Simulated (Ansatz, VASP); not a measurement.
## Two plane-wave programs on InAs3

```xyz
4
Lattice="-1.9880 1.9880 5.5181 1.9880 -1.9880 5.5181 1.9880 1.9880 -5.5181" Properties=species:S:1:pos:R:3 pbc="T T T"
In    0.0000    0.0000    0.0000
As    0.0000    0.0000    5.5181
As    1.9880    0.0000    2.7591
As    0.0000    1.9880    2.7591
```

Alike in both runs: functional PBE; k mesh 16 × 16 × 16; occupations gaussian, width 0.1 eV; no spin polarisation.

Ansatz relaxed the structure, and its values are those at the end. VASP's run is a single point on that final structure, the one shown.

|  | VASP | Ansatz |
| --- | --- | --- |
| version | VASP 6.6.1 | Ansatz 0.2.0 |
| potentials or method | VASP PAW PBE potentials, release 64 (In_d, As), cutoff 520 eV | scalar-relativistic, plane waves, PAW |
| valence electrons in the cell | 28 | 58 |

|  | VASP | Ansatz | Ansatz less VASP |
| --- | --- | --- | --- |
| gap on the k mesh at the Fermi level (eV) | none | none | - |
| pressure (GPa) | 0.0 | 0.0 | -0.05 |

A gap of «none» marks a metal or a gap that the smearing closes. VASP's potentials hold 28 valence electrons a cell and Ansatz's 58, so a difference there can come from the potentials and not from the codes.
